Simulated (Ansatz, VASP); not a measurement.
TaN in VASP and in Ansatz

```xyz
2
Lattice="2.9575 0.0000 0.0000 -1.4787 2.5612 0.0000 0.0000 0.0000 2.9021" Properties=species:S:1:pos:R:3 pbc="T T T"
Ta    0.0000    1.7075    1.4510
N     0.0000    0.0000    0.0000
```

Change from the starting cell: volume scaled by 1.02, crystal datasets.

Alike in both runs: task electric field gradients; functional LDA; k mesh 12 × 12 × 10; occupations fermi-dirac, width 0.02 eV; no spin polarisation.

```csv
,VASP,Ansatz
version,VASP 6.6.1,Ansatz 0.2.0
potentials or method,"VASP PAW LDA potentials, release 64 (Ta_pv, N), cutoff 520 eV","all-electron PAW with datasets made for the crystal, scalar-relativistic"
```

|  | VASP | Ansatz | Ansatz less VASP |
| --- | --- | --- | --- |
| pressure (GPa) | -16.2 | -17.7 | -1.51 |
| traceless stress, the component that is largest in VASP (GPa) | -1.42 | -1.55 | -0.129 |
| size of Vzz on the site where it differs most (V/Å²) | 20.9 | 60.4 | +39.52 |

LDA's correlation is that of Perdew and Zunger in VASP and of Perdew and Wang (1992) in Ansatz. Ansatz ran all-electron here, and VASP with PAW potentials.

Neither program's run includes spin-orbit coupling.
